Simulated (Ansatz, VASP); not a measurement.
## Ta4C3: VASP beside Ansatz

```
Ta C
1.0
     4.40260    0.00000    0.00000
     0.00000    4.40260    0.00000
     0.00000    0.00000    4.40260
Ta C
4 3
Direct
  0.00000 0.50000 0.50000
  0.50000 0.00000 0.50000
  0.50000 0.50000 0.00000
  0.00000 0.00000 0.00000
  0.50000 0.00000 0.06814
  0.00000 0.50000 0.06814
  0.00000 0.00000 0.56814
```

Change from the starting cell: all C atoms moved -0.300 Å, as atom 5 towards its neighbour atom 2 (Ta) at 2.201 Å.

Alike in both runs: task single point; functional PBEsol; k mesh 10 × 10 × 10; occupations gaussian, width 0.15 eV; no spin polarisation.

```csv
,VASP,Ansatz
version,VASP 6.6.1,Ansatz 0.2.0
potentials or method,"VASP PAW PBE potentials, release 64 (Ta_pv, C), cutoff 520 eV","scalar-relativistic, plane waves, PAW"
valence electrons in the cell,56,64
```

```tsv
	VASP	Ansatz	Ansatz less VASP
gap on the k mesh at the Fermi level (eV)	none	none	-
pressure (GPa)	12.3	11.4	-0.89
traceless stress, the component that is largest in VASP (GPa)	26.03	25.58	-0.447
rms of the force components (eV/Å)	2.629	2.592	-0.0375
```

VASP's potentials were made for PBE, not for PBEsol. Atom by atom the forces differ by 0.038 eV/Å (rms over components). A gap of «none» marks a metal or a gap that the smearing closes. The functional is the same, so the differences come from potentials, cutoffs and numerics. VASP's potentials hold 56 valence electrons a cell and Ansatz's 64, so a difference there can come from the potentials and not from the codes.

Spin-orbit coupling is off throughout.
